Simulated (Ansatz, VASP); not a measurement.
# One calculation of Ta, two programs

```xyz
5
Lattice="3.3196 0.0000 0.0000 0.0000 3.3196 0.0000 0.0000 0.0000 22.6391" Properties=species:S:1:pos:R:3 pbc="T T T"
Ta    0.0000    0.0000    8.1959
Ta    1.6598    1.6598    9.6354
Ta    0.0000    0.0000   11.3195
Ta    1.6598    1.6598   13.0037
Ta    0.0000    0.0000   14.4432
```

Alike in both runs: functional PBE; k mesh 12 × 12 × 1; occupations fermi-dirac, width 0.08 eV; no spin polarisation.

Ansatz relaxed the structure, and its values are those at the end. VASP's run is a single point on that final structure, the one shown.

|  | VASP | Ansatz |
| --- | --- | --- |
| version | VASP 6.6.1 | Ansatz 0.2.0 |
| potentials or method | VASP PAW PBE potentials, release 64 (Ta_pv) | PAW with Ansatz's default frozen-core files, scalar-relativistic |
| plane-wave cutoff (eV) | 520 | 420 |
| valence electrons in the cell | 55 | 65 |

Ansatz gave:

- rms of the force components (eV/Å): 0.003

Which values does VASP return?

rms of the force components (eV/Å): 0.001.

The functional is the same, so the differences come from potentials, cutoffs and numerics. VASP's potentials hold 55 valence electrons a cell and Ansatz's 65, so a difference there can come from the potentials and not from the codes. Ansatz's warnings: stress scf threshold loose.

Neither program's run includes spin-orbit coupling.
